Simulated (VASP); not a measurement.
## CdS: single point with PBE

The system is CdS.

```
Cd S
1.0
     0.00000    2.66715    2.93386
     2.66715    0.00000    2.93386
     2.66715    2.66715    0.00000
Cd S
1 1
Direct
  0.00000 0.00000 0.00000
  0.50000 0.50000 0.50000
```

This cell differs from its parent crystal: ratio of the length along z to the lengths across it x 1.1, volume and fractional coordinates fixed.

| Quantity | Value |
| --- | --- |
| Program | VASP 6.6.1 |
| Task | single point |
| Functional | PBE |
| Potentials or basis | VASP PAW PBE potentials, release 64 (Cd_sv_GW, S) |
| Cutoff | 540 eV |
| k mesh | 12 × 12 × 12 |
| Occupations | gaussian, width 0.03 eV |
| Spin | no spin polarisation |
| Dipole correction | no |
| Second run | valence_matched |
| Further INCAR settings | ALGO = Normal; EDIFF = 1e-06; NBANDS = 20 |

The pressure is -0.4 GPa. The band gap on the k mesh is zero (band 13 reaches 4.81 eV, above the bottom of band 14 at 4.72 eV).

Stress tensor (GPa, compression positive):
```
 1.53  0.00  0.00
 0.00  1.53  0.00
 0.00  0.00 -4.37
```

Levels at points of the mesh, in eV from the Fermi level:
| k point | band 9 | band 10 | band 11 | band 12 | band 13 | band 14 | band 15 | band 16 | band 17 | band 18 |
| --- | --- | --- | --- | --- | --- | --- | --- | --- | --- | --- |
| (0.00, 0.00, 0.00) | -7.83 | -7.83 | -1.17 | -1.17 | -0.74 | 0.63 | 8.68 | 9.19 | 9.19 | 9.58 |
| (0.50, 0.00, 0.00) | -7.69 | -7.65 | -5.02 | -0.52 | -0.02 | 3.17 | 5.36 | 6.10 | 6.54 | 11.91 |
| (0.50, 0.50, 0.00) | -7.62 | -7.08 | -4.34 | -2.17 | -2.17 | 0.35 | 6.16 | 8.82 | 11.28 | 11.28 |
| (0.50, 0.00, 0.50) | -7.58 | -6.84 | -4.42 | -2.86 | -2.01 | -0.10 | 5.69 | 9.61 | 9.67 | 11.76 |

Wall time 69 s on 1 thread of Intel(R) Xeon(R) 6975P-C (Granite Rapids), with other jobs on the host, peak memory 0.3 GiB.
